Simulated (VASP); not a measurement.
# TiCl2F (P-6m2) in VASP: single point with PBE

Aim: the single point of TiCl2F with PBE.

Everything below comes from runs of VASP 6.6.1. Logs are shortened: lines on timing, memory, paths and dates and some standing lists are left out, and cuts for length are marked.

**1. The cell of the first run**

It takes space group P-6m2 (No. 187, hexagonal). The conventional cell has a = 4.144 Å, b = 4.144 Å, c = 5.560 Å, α = 90.00°, β = 90.00°, γ = 120.00°. Ti (site symmetry -6m2) has 3 Cl at 2.39 Å and 3 F at 2.39 Å within 3.2 Å. Within 3.7 Å of Cl (site symmetry -6m2) lie 2 F at 2.78 Å and 6 Cl at 3.67 Å and 6 Ti at 3.67 Å. Cl (site symmetry -6m2) has 3 F at 2.39 Å and 3 Ti at 2.39 Å within 3.2 Å. Within 3.2 Å of F (site symmetry -6m2) lie 5 Cl at 2.39 to 2.78 Å and 3 Ti at 2.39 Å.

**2. Single point, PBE, collinear spin, ferromagnetic start**

Contents of INCAR:

```
SYSTEM = TiCl2F
ALGO = Normal
EDIFF = 1E-6
ENCUT = 520
GGA = PE
ISIF = 2
ISMEAR = 0
ISPIN = 2
LASPH = .TRUE.
LCHARG = .TRUE.
LELF = .TRUE.
LMAXMIX = 4
LORBIT = 11
LREAL = .FALSE.
LVHAR = .TRUE.
LWAVE = .FALSE.
MAGMOM = 1.02 0 0 0
NBANDS = 28
NELM = 150
PREC = Accurate
SIGMA = 0.1
```

Contents of KPOINTS:

```
k-points
0
G
  12 12 8
  0 0 0
```

Contents of POSCAR:

```
TiCl2F
1.0
    4.1436570202      0.0000000000      0.0000000000
   -2.0718285101      3.5885122440      0.0000000000
    0.0000000000      0.0000000000      5.5601660032
Ti Cl F
1 2 1
Direct
    0.0000000000      0.0000000000      0.0000000000
    0.6666666667      0.3333333333      0.5000000000
    0.3333333333      0.6666666667      0.0000000000
    0.6666666667      0.3333333333      0.0000000000
```

Potentials or basis: VASP PAW PBE potentials, release 64 (Ti_sv, Cl, F).

Command:

```sh
$ cat potpaw_PBE.64/Ti_sv/POTCAR potpaw_PBE.64/Cl/POTCAR potpaw_PBE.64/F/POTCAR > POTCAR
$ mpirun -np 1 vasp_std > vasp.out
```

OUTCAR:

```text
SYSTEM = TiCl2F
   EDIFF = 1E-6
   ENCUT = 520
   GGA = PE
   ISIF = 2
   ISMEAR = 0
   ISPIN = 2
   LASPH = .TRUE.
   LORBIT = 11
   LREAL = .FALSE.
   NELM = 150
   PREC = Accurate

 ion  position               nearest neighbor table
   1  0.000  0.000  0.000-   3 2.39   4 2.39   3 2.39   4 2.39   4 2.39   3 2.39
   2  0.667  0.333  0.500-
   3  0.333  0.667  0.000-   1 2.39   1 2.39   1 2.39
   4  0.667  0.333  0.000-   1 2.39   1 2.39   1 2.39

  LATTYP: Found a hexagonal cell.
 ALAT       =     4.1436570202
 C/A-ratio  =     1.3418499591

  Lattice vectors:

 A1 = (   4.1436570202,   0.0000000000,   0.0000000000)
 A2 = (  -2.0718285101,   3.5885122440,   0.0000000000)
 A3 = (   0.0000000000,   0.0000000000,   5.5601660032)

Analysis of symmetry for initial positions (statically):
=====================================================================
 Subroutine PRICEL returns:
 Original cell was already a primitive cell.

 Routine SETGRP: Setting up the symmetry group for a
 hexagonal supercell.

 Subroutine GETGRP returns: Found 12 space group operations
 (whereof 12 operations were pure point group operations)
 out of a pool of 24 trial point group operations.

The static configuration has the point symmetry D_3h.

Analysis of symmetry for dynamics (positions and initial velocities):
=====================================================================
 Subroutine PRICEL returns:
 Original cell was already a primitive cell.

 Routine SETGRP: Setting up the symmetry group for a
 hexagonal supercell.

 Subroutine GETGRP returns: Found 12 space group operations
 (whereof 12 operations were pure point group operations)
 out of a pool of 24 trial point group operations.

The dynamic configuration has the point symmetry D_3h.

Analysis of structural, dynamic, and magnetic symmetry:
=====================================================================
 Subroutine PRICEL returns:
 Original cell was already a primitive cell.

 Routine SETGRP: Setting up the symmetry group for a
 hexagonal supercell.

 Subroutine GETGRP returns: Found 12 space group operations
 (whereof 12 operations were pure point group operations)
 out of a pool of 24 trial point group operations.

The overall configuration has the point symmetry D_3h.

 Subroutine INISYM returns: Found 12 space group operations
 (whereof 12 operations are pure point group operations),
 and found     1 'primitive' translations

----------------------------------------------------------------------------------------

                                     Primitive cell

  volume of cell :      82.6772

  direct lattice vectors                    reciprocal lattice vectors
     4.143657020  0.000000000  0.000000000     0.241332715  0.139333508  0.000000000
    -2.071828510  3.588512244  0.000000000     0.000000000  0.278667016  0.000000000
     0.000000000  0.000000000  5.560166003     0.000000000  0.000000000  0.179850745

  length of vectors
     4.143657020  4.143657020  5.560166003     0.278667016  0.278667016  0.179850745

  position of ions in fractional coordinates (direct lattice)
     0.000000000  0.000000000  0.000000000
     0.666666667  0.333333333  0.500000000
     0.333333333  0.666666667  0.000000000
     0.666666667  0.333333333  0.000000000

  ion indices of the primitive-cell ions
   primitive index   ion index
                 1           1
                 2           2
                 3           3
                 4           4

----------------------------------------------------------------------------------------

 KPOINTS: k-points

Automatic generation of k-mesh.
 Grid dimensions read from file:
 generate k-points for:   12   12    8

 Generating k-lattice:

  Cartesian coordinates                     Fractional coordinates (reciprocal lattice)
     0.020111060  0.011611126  0.000000000     0.083333333  0.000000000  0.000000000
     0.000000000  0.023222251  0.000000000     0.000000000  0.083333333  0.000000000
     0.000000000  0.000000000  0.022481343     0.000000000  0.000000000  0.125000000

  Length of vectors
     0.023222251  0.023222251  0.022481343

  Shift w.r.t. Gamma in fractional coordinates (k-lattice)
     0.000000000  0.000000000  0.000000000

 Subroutine IBZKPT returns following result:
 ===========================================

 Found     95 irreducible k-points:

 Following reciprocal coordinates:
            Coordinates               Weight
  0.000000  0.000000  0.000000      1.000000
  0.083333  0.000000  0.000000      6.000000
  0.166667 -0.000000  0.000000      6.000000
  0.250000 -0.000000  0.000000      6.000000
  0.333333 -0.000000  0.000000      6.000000
  0.416667 -0.000000  0.000000      6.000000
[... 16 lines left out ...]
  0.250000 -0.000000  0.125000     12.000000
  0.333333 -0.000000  0.125000     12.000000
 [... further k-points ...]
   k-points           NKPTS =     95   k-points in BZ     NKDIM =     95   number of bands    NBANDS=     28
   number of dos      NEDOS =    301   number of ions     NIONS =      4
   total plane-waves  NPLWV =  43008
   dimension x,y,z NGX =    32 NGY =   32 NGZ =   42
   dimension x,y,z NGXF=    64 NGYF=   64 NGZF=   84
   ions per type =               1   2   1
   NGX,Y,Z   is equivalent  to a cutoff of  12.84, 12.84, 12.56 a.u.
   NGXF,Y,Z  is equivalent  to a cutoff of  25.68, 25.68, 25.12 a.u.
 SYSTEM =  TiCl2F
   PREC   = accura    normal or accurate (medium, high low for compatibility)
   ISTART =      0    job   : 0-new  1-cont  2-samecut
   ICHARG =      2    charge: 1-file 2-atom 10-const
   ISPIN  =      2    spin polarized calculation?
   LNONCOLLINEAR =      F non collinear calculations
   LSORBIT =      F    spin-orbit coupling
   LASPH  =      T    aspherical Exc in radial PAW
   ENCUT  =  520.0 eV  38.22 Ry    6.18 a.u.   7.70  7.70 10.34*2*pi/ulx,y,z
   NELM   =    150;   NELMIN=  2; NELMDL= -5     # of ELM steps
   EDIFF  = 0.1E-05   stopping-criterion for ELM
   LREAL  =      F    real-space projection
   EDIFFG = 0.1E-04   stopping-criterion for IOM
   NSW    =      0    number of steps for IOM
   IBRION =     -1    ionic relax: 0-MD 1-quasi-New 2-CG
   NFREE  =      0    steps in history (QN), initial steepest desc. (CG)
   ISIF   =      2    stress and relaxation
   ISYM   =      2    0-nonsym 1-usesym 2-fastsym
   POTIM  = 0.5000    time-step for ionic-motion
   TEBEG  =    0.0;   TEEND  =   0.0 temperature during run
   PSTRESS=    0.0 pullay stress
   NELECT =      33.0000    total number of electrons
   NUPDOWN=      -1.0000    fix difference up-down
   EMIN   =  10.00;   EMAX   =-10.00  energy-range for DOS
   EFERMI =   0.00;   METHOD = LEGACY
   ISMEAR =     0;   SIGMA  =   0.10  broadening in eV -4-tet -1-fermi 0-gaus
   EFERMI_NEDOS =   21; number of points for ismear=-14 and -15
   IALGO  =     38    algorithm
   IMIX   =      4    mixing-type and parameters
     AMIX     =   0.40;   BMIX     =  1.00
     AMIX_MAG =   1.60;   BMIX_MAG =  1.00
  volume/ion in A,a.u.               =      20.67       139.48
  Fermi-wavevector in a.u.,A,eV,Ry     =   1.205362  2.277804 19.767870  1.452897
  Thomas-Fermi vector in A             =   2.341060
   LORBIT       =     11    0 simple, 1 ext, 2 COOP (PROOUT), +10 PAW based schemes
   GGA     = PE    functional components
   LHFCALC =     F    Hartree Fock is set to
   AEXX    =    0.0000 exact exchange contribution
   IVDW    =     0    specifies the selected vdW correction
   LEPSILON=     F    determine dielectric tensor
   LRPA    =     F    only Hartree local field effects (RPA)
 spin polarized calculation
 Gauss-broadening in eV      SIGMA  =   0.10
  energy-cutoff  :      520.00
  volume of cell :       82.68
 maximum number of plane-waves:      2254
 NGX is ok and might be reduce to    32
   NGX = 15   NGY = 15   NGZ = 21

 number of electron      32.9999994 magnetization       1.0000220

 Free energy of the ion-electron system (eV)
  ---------------------------------------------------
  ext. energy  EPLUGINS =         0.00000000
  ---------------------------------------------------
  free energy    TOTEN  =       -17.76024945 eV

  energy without entropy =      -17.74744327  energy(sigma->0) =      -17.75384636

 E-fermi :   2.3030     XC(G=0):  -8.9105

 val. band max:        2.3027455119   @ k =   0.3333   0.2500   0.1250
 cond. band min:       2.3194406860   @ k =   0.3333  -0.0000   0.5000
 fundamental gap:      0.0166951741
 Fermi energy:         2.3029634492

 spin component 1

 k-point     1 :       0.0000    0.0000    0.0000
  band No.  band energies     occupation
      1     -56.3391      1.00000
      2     -32.6047      1.00000
      3     -32.5359      1.00000
      4     -32.5359      1.00000
      5     -20.8097      1.00000
      6     -13.8769      1.00000
[... 20 lines left out ...]
     27      12.5631      0.00000
     28      12.5631      0.00000
[... 683 lines left out ...]
 k-point    24 :       0.3333   -0.0000    0.1250
  band No.  band energies     occupation
      1     -56.3383      1.00000
      2     -32.6037      1.00000
      3     -32.5593      1.00000
      4     -32.5398      1.00000
      5     -20.6997      1.00000
      6     -14.0671      1.00000
[... 20 lines left out ...]
     27      13.1183      0.00000
     28      13.2057      0.00000

 [... further k-points ...]

 spin component 2

 k-point     1 :       0.0000    0.0000    0.0000
  band No.  band energies     occupation
      1     -55.3082      1.00000
      2     -31.6722      1.00000
      3     -31.6722      1.00000
      4     -31.2436      1.00000
      5     -20.8461      1.00000
      6     -13.9296      1.00000
[... 20 lines left out ...]
     27      12.6290      0.00000
     28      12.6290      0.00000
[... 683 lines left out ...]
 k-point    24 :       0.3333   -0.0000    0.1250
  band No.  band energies     occupation
      1     -55.3074      1.00000
      2     -31.6988      1.00000
      3     -31.6765      1.00000
      4     -31.2425      1.00000
      5     -20.7352      1.00000
      6     -14.1169      1.00000
[... 20 lines left out ...]
     27      13.3021      0.00000
     28      13.3990      0.00000

 [... further k-points ...]
[... 5 lines left out ...]
  --------------------------------------------------------------------------------------
  -------------------------------------------------------------------------------------
  Total       -0.0225332     -0.0225332     -0.0764583     -0.0000000      0.0000000      0.0000000
  in kB       -0.4366648     -0.4366648     -1.4816618     -0.0000000      0.0000000      0.0000000
  external PRESSURE =      -0.7849971 kB  Pullay stress =       0.0000000 kB

 VOLUME and BASIS-vectors are now :
 -----------------------------------------------------------------------------
  energy-cutoff  :      520.00
  volume of cell :       82.68
      direct lattice vectors                 reciprocal lattice vectors
     4.143657020  0.000000000  0.000000000     0.241332715  0.139333508  0.000000000
    -2.071828510  3.588512244  0.000000000     0.000000000  0.278667016  0.000000000
     0.000000000  0.000000000  5.560166003     0.000000000  0.000000000  0.179850745

 POSITION                                       TOTAL-FORCE (eV/Angst)
 -----------------------------------------------------------------------------------
      0.00000      0.00000      0.00000         0.000000      0.000000      0.000000
      2.07183      1.19617      2.78008         0.000000      0.000000      0.000000
     -0.00000      2.39234      0.00000         0.000000     -0.000000      0.000000
      2.07183      1.19617      0.00000        -0.000000      0.000000      0.000000
 -----------------------------------------------------------------------------------
    total drift:                               -0.000001      0.000001     -0.000000

  FREE ENERGIE OF THE ION-ELECTRON SYSTEM (eV)
  ---------------------------------------------------
  free  energy   TOTEN  =       -17.7602494529 eV

  energy  without entropy=      -17.7474432722  energy(sigma->0) =      -17.75384636

 total charge

# of ion       s       p       d       tot
------------------------------------------
    1        2.107   6.058   1.761   9.927
    2        1.605   3.455   0.000   5.061
    3        1.612   3.540   0.000   5.153
    4        1.752   4.314   0.000   6.066
--------------------------------------------------
tot          7.077  17.368   1.761  26.206

 magnetization (x)

# of ion       s       p       d       tot
------------------------------------------
    1        0.007   0.006   1.002   1.015
    2       -0.001  -0.080   0.000  -0.081
    3       -0.003  -0.062   0.000  -0.065
    4        0.000  -0.021   0.000  -0.021
--------------------------------------------------
tot          0.003  -0.158   1.002   0.848
```

Wall time 4.8 min (1 thread of Intel Xeon Platinum 8488C (Sapphire Rapids), shared host); peak memory 0.46 GiB.

Results:

| Quantity | Value |
| --- | --- |
| Free energy | -17.7602 eV |
| Pressure | -0.1 GPa |
| Band gap on the k mesh | zero (filled and empty bands overlap) |
| Net moment | 1.00 μB per cell |
| Site moments | Ti +1.01; Cl -0.08, -0.07; F -0.02 μB |
| Valence electrons inside the program's atomic spheres | Ti 9.93; Cl 5.06, 5.15; F 6.07 |

Levels at points of the mesh, in eV from the Fermi level:
Spin up:
```tsv
k point	band 15	band 16	band 17	band 18	band 19	band 20
(0.00, 0.00, 0.00)	-0.39	-0.27	-0.27	-0.24	0.30	2.32
(0.50, 0.00, 0.00)	-0.62	-0.40	-0.21	0.32	0.59	0.86
(0.00, 0.00, 0.50)	-0.61	-0.61	-0.09	-0.09	0.75	2.32
(0.50, 0.00, 0.50)	-1.04	-0.99	0.03	0.41	0.53	0.63
```
Spin down:
| k point | band 14 | band 15 | band 16 | band 17 | band 18 | band 19 |
| --- | --- | --- | --- | --- | --- | --- |
| (0.00, 0.00, 0.00) | -0.48 | -0.48 | -0.34 | 0.85 | 1.24 | 1.24 |
| (0.50, 0.00, 0.00) | -1.71 | -0.70 | -0.29 | 0.91 | 1.06 | 1.39 |
| (0.00, 0.00, 0.50) | -1.54 | -0.55 | -0.55 | 1.23 | 1.28 | 1.28 |
| (0.50, 0.00, 0.50) | -1.35 | -1.07 | -0.88 | 0.98 | 1.20 | 1.27 |

Caveat: semilocal functionals often make such compounds metallic where correlation or magnetic order opens a gap, which also shifts bond lengths.
